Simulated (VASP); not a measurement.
# MgI2 (P-3m1) in VASP: notebook

MgI2 is run at these levels: PBE; tasks: single point.

Program: VASP 6.6.1. These are calculated values, not measurements. Logs are shortened: lines on timing, memory, paths and dates and some standing lists are left out, and cuts for length are marked.

**1. The cell of the first run**

Symmetry: P-3m1, No. 164, trigonal system. The conventional cell has a = 4.029 Å, b = 4.029 Å, c = 6.862 Å, α = 90.00°, β = 90.00°, γ = 120.00°. Mg (site symmetry -3m) has 6 I at 2.86 Å within 3.8 Å. Within 3.8 Å of I (site symmetry 3m) lie 3 Mg at 2.86 Å.

**2. Single point, PBE (strain -0.030 along x and y, +0.000 along z)**

INCAR reads:

```
PREC = Accurate
ENCUT = 520
EDIFF = 1E-6
ISMEAR = 0
SIGMA = 0.05
LREAL = False
LASPH = True
NELM = 80
ALGO = Normal
ISIF = 2
LWAVE = False
LCHARG = True
GGA = PE
LELF = True
LVHAR = True
NBANDS = 15
```

KPOINTS reads:

```
Automatic mesh
0
Gamma
  6 6 4
```

POSCAR reads:

```
MgI2
1.0
    4.0290891177      0.0000000000      0.0000000000
   -2.0145445589      3.4892935301      0.0000000000
    0.0000000000      0.0000000000      6.8620000000
Mg I
1 2
Direct
    0.0000000000      0.0000000000      0.0000000000
    0.3333333333      0.6666666667      0.7576300000
    0.6666666667      0.3333333333      0.2423700000
```

Potentials or basis: VASP PAW PBE potentials, release 64 (Mg, I).

Command:

```
> cat potpaw_PBE.64/Mg/POTCAR potpaw_PBE.64/I/POTCAR > POTCAR
> mpirun -np 1 vasp_std > vasp.out
```

OUTCAR:

```text
PREC = Accurate
   ENCUT = 520
   EDIFF = 1E-6
   ISMEAR = 0
   LREAL = False
   LASPH = True
   NELM = 80
   ISIF = 2
   GGA = PE

 ion  position               nearest neighbor table
   1  0.000  0.000  0.000-   2 2.86   3 2.86   3 2.86   2 2.86   3 2.86   2 2.86
   2  0.333  0.667  0.758-   1 2.86   1 2.86   1 2.86
   3  0.667  0.333  0.242-   1 2.86   1 2.86   1 2.86

  LATTYP: Found a hexagonal cell.
 ALAT       =     4.0290891177
 C/A-ratio  =     1.7031144756

  Lattice vectors:

 A1 = (   4.0290891177,   0.0000000000,   0.0000000000)
 A2 = (  -2.0145445589,   3.4892935301,   0.0000000000)
 A3 = (   0.0000000000,   0.0000000000,   6.8620000000)

Analysis of symmetry for initial positions (statically):
=====================================================================
 Subroutine PRICEL returns:
 Original cell was already a primitive cell.

 Routine SETGRP: Setting up the symmetry group for a
 hexagonal supercell.

 Subroutine GETGRP returns: Found 12 space group operations
 (whereof 12 operations were pure point group operations)
 out of a pool of 24 trial point group operations.

The static configuration has the point symmetry D_3d.

Analysis of symmetry for dynamics (positions and initial velocities):
=====================================================================
 Subroutine PRICEL returns:
 Original cell was already a primitive cell.

 Routine SETGRP: Setting up the symmetry group for a
 hexagonal supercell.

 Subroutine GETGRP returns: Found 12 space group operations
 (whereof 12 operations were pure point group operations)
 out of a pool of 24 trial point group operations.

The dynamic configuration has the point symmetry D_3d.

 Subroutine INISYM returns: Found 12 space group operations
 (whereof 12 operations are pure point group operations),
 and found     1 'primitive' translations

----------------------------------------------------------------------------------------

                                     Primitive cell

  volume of cell :      96.4706

  direct lattice vectors                    reciprocal lattice vectors
     4.029089118  0.000000000  0.000000000     0.248195056  0.143295483  0.000000000
    -2.014544559  3.489293530  0.000000000     0.000000000  0.286590965  0.000000000
     0.000000000  0.000000000  6.862000000     0.000000000  0.000000000  0.145730108

  length of vectors
     4.029089118  4.029089118  6.862000000     0.286590965  0.286590965  0.145730108

  position of ions in fractional coordinates (direct lattice)
     0.000000000  0.000000000  0.000000000
     0.333333333  0.666666667  0.757630000
     0.666666667  0.333333333  0.242370000

  ion indices of the primitive-cell ions
   primitive index   ion index
                 1           1
                 2           2
                 3           3

----------------------------------------------------------------------------------------

 KPOINTS: Automatic mesh

Automatic generation of k-mesh.
 Grid dimensions read from file:
 generate k-points for:    6    6    4

 Generating k-lattice:

  Cartesian coordinates                     Fractional coordinates (reciprocal lattice)
     0.041365843  0.023882580  0.000000000     0.166666667  0.000000000  0.000000000
     0.000000000  0.047765161  0.000000000     0.000000000  0.166666667  0.000000000
     0.000000000  0.000000000  0.036432527     0.000000000  0.000000000  0.250000000

  Length of vectors
     0.047765161  0.047765161  0.036432527

  Shift w.r.t. Gamma in fractional coordinates (k-lattice)
     0.000000000  0.000000000  0.000000000

 Subroutine IBZKPT returns following result:
 ===========================================

 Found     24 irreducible k-points:

 Following reciprocal coordinates:
            Coordinates               Weight
  0.000000  0.000000  0.000000      1.000000
  0.166667 -0.000000  0.000000      6.000000
  0.333333  0.000000  0.000000      6.000000
  0.500000 -0.000000  0.000000      3.000000
  0.166667  0.166667  0.000000      6.000000
  0.333333  0.166667  0.000000     12.000000
[... 16 lines left out ...]
  0.333333  0.166667  0.500000     12.000000
  0.333333  0.333333  0.500000      2.000000
   k-points           NKPTS =     24   k-points in BZ     NKDIM =     24   number of bands    NBANDS=     15
   number of dos      NEDOS =    301   number of ions     NIONS =      3
   total plane-waves  NPLWV =  48600
   dimension x,y,z NGX =    30 NGY =   30 NGZ =   54
   dimension x,y,z NGXF=    60 NGYF=   60 NGZF=  108
   ions per type =               1   2
   NGX,Y,Z   is equivalent  to a cutoff of  12.38, 12.38, 13.08 a.u.
   NGXF,Y,Z  is equivalent  to a cutoff of  24.76, 24.76, 26.17 a.u.
 SYSTEM =  unknown system
   PREC   = accura    normal or accurate (medium, high low for compatibility)
   ISTART =      0    job   : 0-new  1-cont  2-samecut
   ICHARG =      2    charge: 1-file 2-atom 10-const
   ISPIN  =      1    spin polarized calculation?
   LNONCOLLINEAR =      F non collinear calculations
   LSORBIT =      F    spin-orbit coupling
   LASPH  =      T    aspherical Exc in radial PAW
   ENCUT  =  520.0 eV  38.22 Ry    6.18 a.u.   7.49  7.49 12.76*2*pi/ulx,y,z
   NELM   =     80;   NELMIN=  2; NELMDL= -5     # of ELM steps
   EDIFF  = 0.1E-05   stopping-criterion for ELM
   LREAL  =      F    real-space projection
   EDIFFG = 0.1E-04   stopping-criterion for IOM
   NSW    =      0    number of steps for IOM
   IBRION =     -1    ionic relax: 0-MD 1-quasi-New 2-CG
   NFREE  =      0    steps in history (QN), initial steepest desc. (CG)
   ISIF   =      2    stress and relaxation
   ISYM   =      2    0-nonsym 1-usesym 2-fastsym
   POTIM  = 0.5000    time-step for ionic-motion
   TEBEG  =    0.0;   TEEND  =   0.0 temperature during run
   PSTRESS=    0.0 pullay stress
   NELECT =      16.0000    total number of electrons
   NUPDOWN=      -1.0000    fix difference up-down
   EMIN   =  10.00;   EMAX   =-10.00  energy-range for DOS
   EFERMI =   0.00;   METHOD = LEGACY
   ISMEAR =     0;   SIGMA  =   0.05  broadening in eV -4-tet -1-fermi 0-gaus
   EFERMI_NEDOS =   21; number of points for ismear=-14 and -15
   IALGO  =     38    algorithm
   IMIX   =      4    mixing-type and parameters
     AMIX     =   0.40;   BMIX     =  1.00
     AMIX_MAG =   1.60;   BMIX_MAG =  1.00
  volume/ion in A,a.u.               =      32.16       217.01
  Fermi-wavevector in a.u.,A,eV,Ry     =   0.899463  1.699738 11.007563  0.809033
  Thomas-Fermi vector in A             =   2.022299
   LORBIT       =      0    0 simple, 1 ext, 2 COOP (PROOUT), +10 PAW based schemes
   GGA     = PE    functional components
   LHFCALC =     F    Hartree Fock is set to
   AEXX    =    0.0000 exact exchange contribution
   IVDW    =     0    specifies the selected vdW correction
   LEPSILON=     F    determine dielectric tensor
   LRPA    =     F    only Hartree local field effects (RPA)
 non-spin polarized calculation
 Gauss-broadening in eV      SIGMA  =   0.05
  energy-cutoff  :      520.00
  volume of cell :       96.47
 maximum number of plane-waves:      2623
 NGX is ok and might be reduce to    30
   NGX = 15   NGY = 15   NGZ = 25

 number of electron      16.0000000 magnetization

 Free energy of the ion-electron system (eV)
  ---------------------------------------------------
  ext. energy  EPLUGINS =         0.00000000
  ---------------------------------------------------
  free energy    TOTEN  =        -7.60419194 eV

  energy without entropy =       -7.60419194  energy(sigma->0) =       -7.60419194

 E-fermi :   3.1884     XC(G=0):  -8.4636

 val. band max:        2.9082788745   @ k =   0.0000   0.0000   0.0000
 cond. band min:       6.4709046801   @ k =   0.5000  -0.0000   0.2500
 fundamental gap:      3.5626258056
 Fermi energy:         3.1884360650

 k-point     1 :       0.0000    0.0000    0.0000
  band No.  band energies     occupation
      1      -9.4740      2.00000
      2      -8.6945      2.00000
      3      -0.9829      2.00000
      4       2.5070      2.00000
      5       2.5070      2.00000
      6       2.7688      2.00000
      7       2.9083      2.00000
      8       2.9083      2.00000
      9       6.9218      0.00000
     10       7.8089      0.00000
     11       9.7701      0.00000
     12       9.7701      0.00000
     13      10.1239      0.00000
     14      11.0968      0.00000
     15      11.0968      0.00000

 k-point     2 :       0.1667   -0.0000    0.0000
  band No.  band energies     occupation
      1      -9.3058      2.00000
      2      -8.5984      2.00000
      3      -0.7621      2.00000
      4       1.3702      2.00000
      5       1.9142      2.00000
      6       2.1602      2.00000
      7       2.6859      2.00000
      8       2.8195      2.00000
      9       7.8146      0.00000
     10       8.3896      0.00000
     11       9.2799      0.00000
     12      10.0544      0.00000
     13      10.1736      0.00000
     14      10.9481      0.00000
     15      11.5383      0.00000

 k-point     3 :       0.3333    0.0000    0.0000
  band No.  band energies     occupation
      1      -8.8998      2.00000
      2      -8.4200      2.00000
      3      -0.5214      2.00000
      4       0.0210      2.00000
      5       0.6926      2.00000
      6       1.6673      2.00000
      7       2.3090      2.00000
      8       2.5474      2.00000
      9       7.0491      0.00000
     10       8.4172      0.00000
     11       8.6978      0.00000
     12      10.1265      0.00000
     13      10.5046      0.00000
     14      11.6721      0.00000
     15      12.2328      0.00000
[... 343 lines left out ...]
 k-point    23 :       0.3333    0.1667    0.5000
  band No.  band energies     occupation
      1      -8.5647      2.00000
      2      -8.4330      2.00000
      3      -0.8150      2.00000
      4      -0.3617      2.00000
      5       0.8004      2.00000
      6       1.1818      2.00000
      7       2.0372      2.00000
      8       2.1851      2.00000
      9       7.3085      0.00000
     10       8.3589      0.00000
     11       9.0662      0.00000
     12       9.8646      0.00000
     13      10.0502      0.00000
     14      11.1316      0.00000
     15      12.3503      0.00000

 k-point    24 :       0.3333    0.3333    0.5000
  band No.  band energies     occupation
      1      -8.4105      2.00000
      2      -8.4105      2.00000
      3      -0.5227      2.00000
      4      -0.1306      2.00000
      5      -0.1306      2.00000
      6       0.4202      2.00000
      7       2.2045      2.00000
      8       2.2045      2.00000
      9       7.8415      0.00000
     10       8.5362      0.00000
     11       8.5362      0.00000
     12      10.0842      0.00000
     13      11.6088      0.00000
     14      11.6573      0.00000
     15      11.9244      0.00000

------------------------ aborting loop because EDIFF is reached ----------------------------------------

  FORCE on cell =-STRESS in cart. coord.  units (eV):
  Direction    XX          YY          ZZ          XY          YZ          ZX
  --------------------------------------------------------------------------------------
  -------------------------------------------------------------------------------------
  Total        2.3134814      2.3134814      1.7814584     -0.0000000      0.0000000     -0.0000000
  in kB       38.4221351     38.4221351     29.5863345     -0.0000000      0.0000000     -0.0000000
  external PRESSURE =      35.4768683 kB  Pullay stress =       0.0000000 kB

 VOLUME and BASIS-vectors are now :
 -----------------------------------------------------------------------------
  energy-cutoff  :      520.00
  volume of cell :       96.47
      direct lattice vectors                 reciprocal lattice vectors
     4.029089118  0.000000000  0.000000000     0.248195056  0.143295483  0.000000000
    -2.014544559  3.489293530  0.000000000     0.000000000  0.286590965  0.000000000
     0.000000000  0.000000000  6.862000000     0.000000000  0.000000000  0.145730108

 POSITION                                       TOTAL-FORCE (eV/Angst)
 -----------------------------------------------------------------------------------
      0.00000      0.00000      0.00000        -0.000000      0.000000      0.000000
     -0.00000      2.32620      5.19886        -0.000000      0.000000     -0.267383
      2.01454      1.16310      1.66314         0.000000      0.000000      0.267383
 -----------------------------------------------------------------------------------
    total drift:                                0.000000     -0.000000     -0.000000

  FREE ENERGIE OF THE ION-ELECTRON SYSTEM (eV)
  ---------------------------------------------------
  free  energy   TOTEN  =        -7.6041919392 eV

  energy  without entropy=       -7.6041919392  energy(sigma->0) =       -7.60419194
```

It took 17 s on 1 thread of Intel Xeon 6975P-C (Granite Rapids), shared host; peak memory 0.22 GiB.

Results:

```yaml
Free_energy: -7.6042 eV
Pressure: 3.5 GPa
Largest_force: 0.267 eV/Å
Band_gap_on_the_k_mesh: 3.56 eV, indirect (least direct gap 4.01 eV)
```

Forces in eV/Å, atoms in the order of the input:
```
Mg   0.000  0.000  0.000
I    0.000  0.000 -0.267
I    0.000  0.000  0.267
```

Caveat: the cell differs from its parent crystal (strain -0.030 along x and y, +0.000 along z); spin-orbit coupling is left out, which moves the levels of the heavy elements; this functional lacks dispersion, which binds the layers, so the pressure and a relaxed spacing across them are unreliable. A k mesh can miss the band edges.

[end of part 1 of 2]
